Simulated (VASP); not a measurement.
# ZnS (CsCl type) (Pm-3m) in VASP: a series of runs

ZnS (CsCl type) is run at these levels: PBE; tasks: single point, relaxation of cell and atoms.

Program: VASP 6.6.1. These are calculated values, not measurements. Logs are shortened: lines on timing, memory, paths and dates and some standing lists are left out, and cuts for length are marked.

## 1. The cell of the first run

The structure is cubic, space group Pm-3m (No. 221). Conventional cell: a = 3.195 Å, b = 3.195 Å, c = 3.195 Å, α = 90.00°, β = 90.00°, γ = 90.00°. Within 3.6 Å of Zn (site symmetry m-3m) lie 8 S at 2.77 Å and 6 Zn at 3.19 Å. Within 3.6 Å of S (site symmetry m-3m) lie 8 Zn at 2.77 Å and 6 S at 3.19 Å.

## 2. Single point, PBE

Input file INCAR:

```
SYSTEM = ZnS
PREC = Accurate ; ENCUT = 500
EDIFF = 1E-6 ; ISMEAR = -1
SIGMA = 0.05 ; LREAL = .FALSE.
LASPH = .TRUE. ; NELM = 120
ALGO = Normal ; ISIF = 2
LWAVE = .FALSE. ; LCHARG = .FALSE.
GGA = PE ; NBANDS = 16
GGA_COMPAT = .FALSE.
```

Input file KPOINTS:

```
regular mesh
0
G
  14 14 14
  0 0 0
```

Input file POSCAR:

```
ZnS
1.0
    3.1948933867      0.0000000000      0.0000000000
    0.0000000000      3.1948933867      0.0000000000
    0.0000000000      0.0000000000      3.1948933867
Zn S
1 1
Direct
    0.0000000000      0.0000000000      0.0000000000
    0.5000000000      0.5000000000      0.5000000000
```

Potentials or basis: VASP PAW PBE potentials, release 64 (Zn, S).

Started as:

```bash
$ cat potpaw_PBE.64/Zn/POTCAR potpaw_PBE.64/S/POTCAR > POTCAR
$ mpirun -np 1 vasp_std > vasp.out
```

OUTCAR:

```text
SYSTEM = ZnS
   PREC = Accurate
   ENCUT = 500
   EDIFF = 1E-6
   ISMEAR = -1
   LREAL = .FALSE.
   LASPH = .TRUE.
   NELM = 120
   ISIF = 2
   GGA = PE

 ion  position               nearest neighbor table
   1  0.000  0.000  0.000-   2 2.77   2 2.77   2 2.77   2 2.77   2 2.77   2 2.77   2 2.77   2 2.77

   2  0.500  0.500  0.500-   1 2.77   1 2.77   1 2.77   1 2.77   1 2.77   1 2.77   1 2.77   1 2.77

  LATTYP: Found a simple cubic cell.
 ALAT       =     3.1948933867

  Lattice vectors:

 A1 = (   3.1948933867,   0.0000000000,   0.0000000000)
 A2 = (   0.0000000000,   3.1948933867,   0.0000000000)
 A3 = (   0.0000000000,   0.0000000000,   3.1948933867)

Analysis of symmetry for initial positions (statically):
=====================================================================
 Subroutine PRICEL returns:
 Original cell was already a primitive cell.

 Routine SETGRP: Setting up the symmetry group for a
 simple cubic supercell.

 Subroutine GETGRP returns: Found 48 space group operations
 (whereof 48 operations were pure point group operations)
 out of a pool of 48 trial point group operations.

The static configuration has the point symmetry O_h .

Analysis of symmetry for dynamics (positions and initial velocities):
=====================================================================
 Subroutine PRICEL returns:
 Original cell was already a primitive cell.

 Routine SETGRP: Setting up the symmetry group for a
 simple cubic supercell.

 Subroutine GETGRP returns: Found 48 space group operations
 (whereof 48 operations were pure point group operations)
 out of a pool of 48 trial point group operations.

The dynamic configuration has the point symmetry O_h .

 Subroutine INISYM returns: Found 48 space group operations
 (whereof 48 operations are pure point group operations),
 and found     1 'primitive' translations

----------------------------------------------------------------------------------------

                                     Primitive cell

  volume of cell :      32.6114

  direct lattice vectors                    reciprocal lattice vectors
     3.194893387  0.000000000  0.000000000     0.312999490  0.000000000  0.000000000
     0.000000000  3.194893387  0.000000000     0.000000000  0.312999490  0.000000000
     0.000000000  0.000000000  3.194893387     0.000000000  0.000000000  0.312999490

  length of vectors
     3.194893387  3.194893387  3.194893387     0.312999490  0.312999490  0.312999490

  position of ions in fractional coordinates (direct lattice)
     0.000000000  0.000000000  0.000000000
     0.500000000  0.500000000  0.500000000

  ion indices of the primitive-cell ions
   primitive index   ion index
                 1           1
                 2           2

----------------------------------------------------------------------------------------

 KPOINTS: regular mesh

Automatic generation of k-mesh.
 Grid dimensions read from file:
 generate k-points for:   14   14   14

 Generating k-lattice:

  Cartesian coordinates                     Fractional coordinates (reciprocal lattice)
     0.022357106  0.000000000  0.000000000     0.071428571  0.000000000  0.000000000
     0.000000000  0.022357106  0.000000000     0.000000000  0.071428571  0.000000000
     0.000000000  0.000000000  0.022357106     0.000000000  0.000000000  0.071428571

  Length of vectors
     0.022357106  0.022357106  0.022357106

  Shift w.r.t. Gamma in fractional coordinates (k-lattice)
     0.000000000  0.000000000  0.000000000

 Subroutine IBZKPT returns following result:
 ===========================================

 Found    120 irreducible k-points:

 Following reciprocal coordinates:
            Coordinates               Weight
  0.000000  0.000000  0.000000      1.000000
  0.071429  0.000000  0.000000      6.000000
  0.142857  0.000000  0.000000      6.000000
  0.214286  0.000000  0.000000      6.000000
  0.285714  0.000000  0.000000      6.000000
  0.357143  0.000000  0.000000      6.000000
[... 16 lines left out ...]
  0.285714  0.214286  0.000000     24.000000
  0.357143  0.214286  0.000000     24.000000
 [... further k-points ...]
   k-points           NKPTS =    120   k-points in BZ     NKDIM =    120   number of bands    NBANDS=     16
   number of dos      NEDOS =    301   number of ions     NIONS =      2
   total plane-waves  NPLWV =  13824
   dimension x,y,z NGX =    24 NGY =   24 NGZ =   24
   dimension x,y,z NGXF=    48 NGYF=   48 NGZF=   48
   ions per type =               1   1
   NGX,Y,Z   is equivalent  to a cutoff of  12.49, 12.49, 12.49 a.u.
   NGXF,Y,Z  is equivalent  to a cutoff of  24.98, 24.98, 24.98 a.u.
 SYSTEM =  ZnS
   PREC   = accura    normal or accurate (medium, high low for compatibility)
   ISTART =      0    job   : 0-new  1-cont  2-samecut
   ICHARG =      2    charge: 1-file 2-atom 10-const
   ISPIN  =      1    spin polarized calculation?
   LNONCOLLINEAR =      F non collinear calculations
   LSORBIT =      F    spin-orbit coupling
   LASPH  =      T    aspherical Exc in radial PAW
   ENCUT  =  500.0 eV  36.75 Ry    6.06 a.u.   5.83  5.83  5.83*2*pi/ulx,y,z
   NELM   =    120;   NELMIN=  2; NELMDL= -5     # of ELM steps
   EDIFF  = 0.1E-05   stopping-criterion for ELM
   LREAL  =      F    real-space projection
   EDIFFG = 0.1E-04   stopping-criterion for IOM
   NSW    =      0    number of steps for IOM
   IBRION =     -1    ionic relax: 0-MD 1-quasi-New 2-CG
   NFREE  =      0    steps in history (QN), initial steepest desc. (CG)
   ISIF   =      2    stress and relaxation
   ISYM   =      2    0-nonsym 1-usesym 2-fastsym
   POTIM  = 0.5000    time-step for ionic-motion
   TEBEG  =    0.0;   TEEND  =   0.0 temperature during run
   PSTRESS=    0.0 pullay stress
   NELECT =      18.0000    total number of electrons
   NUPDOWN=      -1.0000    fix difference up-down
   EMIN   =  10.00;   EMAX   =-10.00  energy-range for DOS
   EFERMI =   0.00;   METHOD = LEGACY
   ISMEAR =    -1;   SIGMA  =   0.05  broadening in eV -4-tet -1-fermi 0-gaus
   EFERMI_NEDOS =   21; number of points for ismear=-14 and -15
   IALGO  =     38    algorithm
   IMIX   =      4    mixing-type and parameters
     AMIX     =   0.40;   BMIX     =  1.00
     AMIX_MAG =   1.60;   BMIX_MAG =  1.00
  volume/ion in A,a.u.               =      16.31       110.04
  Fermi-wavevector in a.u.,A,eV,Ry     =   1.342897  2.537707 24.536362  1.803372
  Thomas-Fermi vector in A             =   2.471014
   LORBIT       =      0    0 simple, 1 ext, 2 COOP (PROOUT), +10 PAW based schemes
   GGA     = PE    functional components
   LHFCALC =     F    Hartree Fock is set to
   AEXX    =    0.0000 exact exchange contribution
   IVDW    =     0    specifies the selected vdW correction
   LEPSILON=     F    determine dielectric tensor
   LRPA    =     F    only Hartree local field effects (RPA)
 non-spin polarized calculation
  energy-cutoff  :      500.00
  volume of cell :       32.61
 maximum number of plane-waves:       852
 NGX is ok and might be reduce to    24
   NGX = 11   NGY = 11   NGZ = 11

 number of electron      18.0000041 magnetization

 Free energy of the ion-electron system (eV)
  ---------------------------------------------------
  ext. energy  EPLUGINS =         0.00000000
  ---------------------------------------------------
  free energy    TOTEN  =        -4.92884861 eV

  energy without entropy =       -4.91770237  energy(sigma->0) =       -4.92327549

 E-fermi :   4.6313     XC(G=0): -11.0324

 val. band max:        4.6302675592   @ k =   0.3571   0.2143   0.0000
 cond. band min:       4.6331323767   @ k =   0.5000   0.2857   0.0714
 fundamental gap:      0.0028648174
 Fermi energy:         4.6312655814

 k-point     1 :       0.0000    0.0000    0.0000
  band No.  band energies     occupation
      1      -9.7606      2.00000
      2      -2.4290      2.00000
      3      -2.4290      2.00000
      4      -2.0391      2.00000
      5      -2.0391      2.00000
      6      -2.0391      2.00000
[... 8 lines left out ...]
     15      16.7728      0.00000
     16      19.7498      0.00000

 k-point     2 :       0.0714    0.0000    0.0000
  band No.  band energies     occupation
      1      -9.7089      2.00000
      2      -2.4258      2.00000
      3      -2.4231      2.00000
      4      -2.0511      2.00000
      5      -2.0511      2.00000
      6      -2.0381      2.00000
[... 8 lines left out ...]
     15      16.5231      0.00000
     16      19.7756      0.00000

 k-point     3 :       0.1429    0.0000    0.0000
  band No.  band energies     occupation
      1      -9.5573      2.00000
      2      -2.4169      2.00000
      3      -2.4129      2.00000
      4      -2.0841      2.00000
      5      -2.0841      2.00000
      6      -2.0354      2.00000
[... 8 lines left out ...]
     15      16.0436      0.00000
     16      19.8500      0.00000

 k-point     4 :       0.2143    0.0000    0.0000
  band No.  band energies     occupation
      1      -9.3180      2.00000
      2      -2.4258      2.00000
      3      -2.4040      2.00000
      4      -2.1302      2.00000
      5      -2.1302      2.00000
      6      -2.0314      2.00000
[... 8 lines left out ...]
     15      16.0701      0.00000
     16      19.9630      0.00000
[... 324 lines left out ...]
 k-point    22 :       0.2143    0.2143    0.0000
  band No.  band energies     occupation
      1      -8.9051      2.00000
      2      -2.4310      2.00000
      3      -2.3181      2.00000
      4      -2.2033      2.00000
      5      -2.1316      2.00000
      6      -2.0843      2.00000
[... 8 lines left out ...]
     15      17.0779      0.00000
     16      17.5887      0.00000

 k-point    23 :       0.2857    0.2143    0.0000
  band No.  band energies     occupation
      1      -8.6276      2.00000
      2      -2.4800      2.00000
      3      -2.2932      2.00000
      4      -2.2074      2.00000
      5      -2.1586      2.00000
      6      -2.0869      2.00000
[... 8 lines left out ...]
     15      17.3887      0.00000
     16      17.7781      0.00000

 k-point    24 :       0.3571    0.2143    0.0000
  band No.  band energies     occupation
      1      -8.3397      2.00000
      2      -2.5841      2.00000
      3      -2.2875      2.00000
      4      -2.1983      2.00000
      5      -2.1902      2.00000
      6      -2.0811      2.00000
[... 8 lines left out ...]
     15      17.5204      0.00000
     16      19.0771      0.00000

 [... further k-points ...]
[... 5 lines left out ...]
  --------------------------------------------------------------------------------------
  -------------------------------------------------------------------------------------
  Total        0.0156436      0.0156436      0.0156436     -0.0000000     -0.0000000      0.0000000
  in kB        0.7685602      0.7685602      0.7685602     -0.0000000     -0.0000000      0.0000000
  external PRESSURE =       0.7685602 kB  Pullay stress =       0.0000000 kB

 VOLUME and BASIS-vectors are now :
 -----------------------------------------------------------------------------
  energy-cutoff  :      500.00
  volume of cell :       32.61
      direct lattice vectors                 reciprocal lattice vectors
     3.194893387  0.000000000  0.000000000     0.312999490  0.000000000  0.000000000
     0.000000000  3.194893387  0.000000000     0.000000000  0.312999490  0.000000000
     0.000000000  0.000000000  3.194893387     0.000000000  0.000000000  0.312999490

 POSITION                                       TOTAL-FORCE (eV/Angst)
 -----------------------------------------------------------------------------------
      0.00000      0.00000      0.00000         0.000000      0.000000      0.000000
      1.59745      1.59745      1.59745         0.000000      0.000000      0.000000
 -----------------------------------------------------------------------------------
    total drift:                                0.000000      0.000000     -0.000000

  FREE ENERGIE OF THE ION-ELECTRON SYSTEM (eV)
  ---------------------------------------------------
  free  energy   TOTEN  =        -4.9288486135 eV

  energy  without entropy=       -4.9177023742  energy(sigma->0) =       -4.92327549
```

It took 20 s on 1 thread of Intel Xeon 6975P-C, shared host; peak memory 0.18 GiB.

Results:

```
Free energy            : -4.9288 eV
Pressure               : 0.1 GPa
Band gap on the k mesh : zero (band 9 reaches 4.92 eV, above the bottom of band 10 at 3.58 eV)
```

## 3. Single point, PBE

Input file INCAR:

```
SYSTEM = ZnS
  PREC = Accurate
  ENCUT = 500
  EDIFF = 1E-6
  ISMEAR = -1
  SIGMA = 0.05
  LREAL = .False.
  LASPH = .True.
  NELM = 120
  ALGO = Normal
  ISIF = 2
  LWAVE = .False.
  LCHARG = .False.
  GGA = PE
  NBANDS = 16
  GGA_COMPAT = .False.
```

Input file KPOINTS:

```
regular mesh
0
Gamma
  14 14 14
  0 0 0
```

Input file POSCAR:

```
ZnS
1.0
    3.1954133237      0.0000000000      0.0000000000
    0.0000000000      3.1954133237      0.0000000000
    0.0000000000      0.0000000000      3.1954133237
Zn S
1 1
Direct
    0.0000000000      0.0000000000      0.0000000000
    0.5000000000      0.5000000000      0.5000000000
```

Potentials or basis: VASP PAW PBE potentials, release 64 (Zn, S).

Started as:

```bash
$ cat potpaw_PBE.64/Zn/POTCAR potpaw_PBE.64/S/POTCAR > POTCAR
$ mpirun -np 1 vasp_std > vasp.out
```

Run time: 18 s. Hardware: 1 thread of Intel Xeon 6975P-C, shared host; peak memory 0.18 GiB.

Results (log left out):

```yaml
Free_energy: -4.9289 eV
Pressure: 0.0 GPa
Band_gap_on_the_k_mesh: zero (band 9 reaches 4.91 eV, above the bottom of band 10 at 3.57 eV)
```

Levels at points of the mesh, in eV from the Fermi level:
| k point | band 6 | band 7 | band 8 | band 9 | band 10 | band 11 | band 12 | band 13 |
| --- | --- | --- | --- | --- | --- | --- | --- | --- |
| (0.00, 0.00, 0.00) | -6.67 | -1.25 | -1.25 | -1.25 | -0.56 | 6.19 | 6.19 | 12.14 |
| (0.50, 0.00, 0.00) | -6.65 | -6.08 | 0.11 | 0.11 | 3.85 | 4.79 | 7.21 | 7.21 |
| (0.50, 0.50, 0.00) | -6.47 | -5.18 | -5.18 | -1.69 | 0.42 | 8.39 | 8.39 | 9.13 |
| (0.50, 0.50, 0.50) | -6.53 | -2.58 | -2.58 | -2.58 | 1.34 | 1.34 | 1.34 | 2.25 |

## 4. Relaxation of cell and atoms, PBE, target pressure 0.016 GPa, at which the enthalpy is minimised

This run uses another cell than the first one, of 15.45 Å³/atom, 0.948 times its volume.

Input file INCAR:

```
SYSTEM = ZnS
PREC = Accurate
ENCUT = 500
EDIFF = 1E-7
ISMEAR = -1
SIGMA = 0.05
LREAL = .FALSE.
LASPH = .TRUE.
NELM = 120
ALGO = Normal
ISIF = 3
LWAVE = .FALSE.
LCHARG = .FALSE.
GGA = PE
IBRION = 2
NSW = 60
EDIFFG = -0.005
PSTRESS = 0.16
GGA_COMPAT = .FALSE.
NELMIN = 4
```

Input file KPOINTS:

```
Automatic mesh
0
G
  14 14 14
  0 0 0
```

Input file POSCAR:

```
ZnS
1.0
    3.1381386705      0.0000000000      0.0000000000
    0.0000000000      3.1381386705      0.0000000000
    0.0000000000      0.0000000000      3.1381386705
Zn S
1 1
Direct
    0.0000000000      0.0000000000      0.0000000000
    0.5000000000      0.5000000000      0.5000000000
```

Started as:

```bash
$ cat potpaw_PBE.64/Zn/POTCAR potpaw_PBE.64/S/POTCAR > POTCAR
$ mpirun -np 1 vasp_std > vasp.out
```

Wall time 54 s (1 thread of Intel Xeon 6975P-C, shared host); peak memory 0.17 GiB.

It converged, with:

```
Free energy                                            : -4.9282 eV
Relaxed volume                                         : 16.32 Å³/atom
Relaxed cell                                           : a = 3.196 Å, b = 3.196 Å, c = 3.196 Å, α = 90.00°, β = 90.00°, γ = 90.00°
Space group after relaxing (to 0.05 Å)                 : Pm-3m (No. 221)
Energy change on relaxing (the enthalpy is what falls) : -12.3 meV/atom
Ionic steps                                            : 3
Pressure after relaxing                                : 0.0 GPa
Band gap on the k mesh                                 : zero (band 9 reaches 4.91 eV, above the bottom of band 10 at 3.57 eV)
```

Step by step:
```csv
step,energy change (eV),largest force (eV/Å),pressure (GPa),volume (Å³)
1,0.0000,0.0000,4.72,30.90
2,-0.0237,0.0000,-0.75,32.98
3,-0.0245,0.0000,0.01,32.64
```

Final structure:
```xyz
2
Lattice="3.1958 0.0000 0.0000 0.0000 3.1958 0.0000 0.0000 0.0000 3.1958" Properties=species:S:1:pos:R:3 pbc="T T T"
Zn    0.0000    0.0000    0.0000
S     1.5979    1.5979    1.5979
```

Levels at points of the mesh, in eV from the Fermi level:
| k point | band 6 | band 7 | band 8 | band 9 | band 10 | band 11 | band 12 | band 13 |
| --- | --- | --- | --- | --- | --- | --- | --- | --- |
| (0.00, 0.00, 0.00) | -6.67 | -1.25 | -1.25 | -1.25 | -0.56 | 6.19 | 6.19 | 12.13 |
| (0.50, 0.00, 0.00) | -6.65 | -6.08 | 0.11 | 0.11 | 3.85 | 4.79 | 7.21 | 7.21 |
| (0.50, 0.50, 0.00) | -6.47 | -5.18 | -5.18 | -1.69 | 0.42 | 8.39 | 8.39 | 9.13 |
| (0.50, 0.50, 0.50) | -6.53 | -2.57 | -2.57 | -2.57 | 1.35 | 1.35 | 1.35 | 2.25 |

Caveat: the cell is relaxed towards a set pressure, so the enthalpy falls and the energy may rise.
